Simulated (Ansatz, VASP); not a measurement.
**Two plane-wave programs on RhC**

Contents of INCAR:

```
SYSTEM = RhC
ALGO = Normal
EDIFF = 1E-6
ENCUT = 520
GGA = PE
ISIF = 2
ISMEAR = -1
LASPH = .True.
LCHARG = .True.
LELF = .True.
LREAL = .False.
LVHAR = .True.
LWAVE = .False.
NBANDS = 16
NELM = 60
PREC = Accurate
SIGMA = 0.1
```

The input KPOINTS:

```
k-points
0
Gamma
  14 14 14
  0 0 0
```

The input POSCAR:

```
RhC
1.0
    0.0000000000      1.9844344020      1.9844344020
    1.9844344020      0.0000000000      1.9844344020
    1.9844344020      1.9844344020      0.0000000000
Rh C
1 1
Direct
    0.0000000000      0.0000000000      0.0000000000
    0.2500000000      0.2500000000      0.2500000000
```

Input for Ansatz:

```yaml
crystal:
  lattice:
    - [0.0, 1.984434402, 1.984434402]
    - [1.984434402, 0.0, 1.984434402]
    - [1.984434402, 1.984434402, 0.0]
  atoms:
    - { symbol: Rh, position: [0.0, 0.0, 0.0] }
    - { symbol: C, position: [0.25, 0.25, 0.25] }
kpoints:
  mp_grid: { grid: [14, 14, 14] }
scf:
  occupations: { method: fermi_dirac, width: 0.1 }
hamiltonian:
  xc: pbe
  pseudopotentials: { kind: paw }
output:
  forces: true
  stress: true
  eigenvalues: true
  populations: true
```

Change from the starting cell: volume scaled by 0.65, PAW files.

Alike in both runs: task single point; functional PBE; k mesh 14 × 14 × 14; occupations fermi-dirac, width 0.1 eV; no spin polarisation.

|  | VASP | Ansatz |
| --- | --- | --- |
| version | VASP 6.6.1 | Ansatz 0.2.0 |
| potentials or method | VASP PAW PBE potentials, release 64 (Rh_pv, C) | PAW with Ansatz's default frozen-core files, scalar-relativistic |
| plane-wave cutoff (eV) | 520 | 420 |
| valence electrons in the cell | 19 | 21 |

Ansatz gave:

- pressure (GPa): 261.1

Problem. Estimate VASP's values.

Solution. Pressure (GPa): 262.2.

Both programs put the cell under a high pressure, so it lies far from rest at this level. With one functional, cell and mesh, what is left measures potentials, basis and numerics. VASP's potentials hold 19 valence electrons a cell and Ansatz's 21, so a difference there can come from the potentials and not from the codes.

Noted on VASP's run: the cell as given lies far from equilibrium.
